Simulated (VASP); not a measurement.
Input of a VASP 6.6.1 run:

Contents of INCAR:

```
PREC = Accurate
ENCUT = 520
EDIFF = 1E-6
ISMEAR = -1
SIGMA = 0.02
LREAL = F
LASPH = T
NELM = 80
ALGO = Normal
ISIF = 2
LWAVE = F
LCHARG = F
GGA = PE
NBANDS = 56
```

Contents of KPOINTS:

```
regular mesh
0
Gamma
  6 6 6
```

The input POSCAR:

```
HfO2
1.0
    5.0115875560      0.0000000000      0.0048564808
    0.0000000000      5.0777797560      0.0000000000
   -0.8571965853      0.0000000000      5.3292196247
Hf O
4 8
Direct
    0.2770456117      0.4584199851      0.7092147115
    0.7229543883      0.9584199851      0.7907852885
    0.7229543883      0.5415800149      0.2907852885
    0.2770456117      0.0415800149      0.2092147115
    0.4444466704      0.7433444685      0.9748319996
    0.5555533296      0.2433444685      0.5251680004
    0.5555533296      0.2566555315      0.0251680004
    0.4444466704      0.7566555315      0.4748319996
    0.0648382535      0.3198240528      0.3574393279
    0.9351617465      0.8198240528      0.1425606721
    0.9351617465      0.6801759472      0.6425606721
    0.0648382535      0.1801759472      0.8574393279
```

Potentials or basis: VASP PAW PBE potentials, release 64 (Hf_pv, O).

The run is started by

```sh
$ cat potpaw_PBE.64/Hf_pv/POTCAR potpaw_PBE.64/O/POTCAR > POTCAR
$ mpirun -np 1 vasp_std > vasp.out
```

Task: Predict the largest force.

Result: 0.044 eV/Å.

Task: Predict the pressure.

Result: 8.2 GPa.

Forces on the atoms (eV/Å):
```
Hf   0.036 -0.014 -0.021
Hf  -0.036 -0.014  0.021
Hf  -0.036  0.014  0.021
Hf   0.036  0.014 -0.021
O   -0.018 -0.006  0.014
O    0.018 -0.006 -0.014
O    0.018  0.006 -0.014
O   -0.018  0.006  0.014
O   -0.010 -0.001  0.002
O    0.010 -0.001 -0.002
O    0.010  0.001 -0.002
O   -0.010  0.001  0.002
```

Caveat: the cell differs from its parent crystal (epitaxial xy strain -2.0%); the stress differs along the axes, from 2 to 11 GPa.
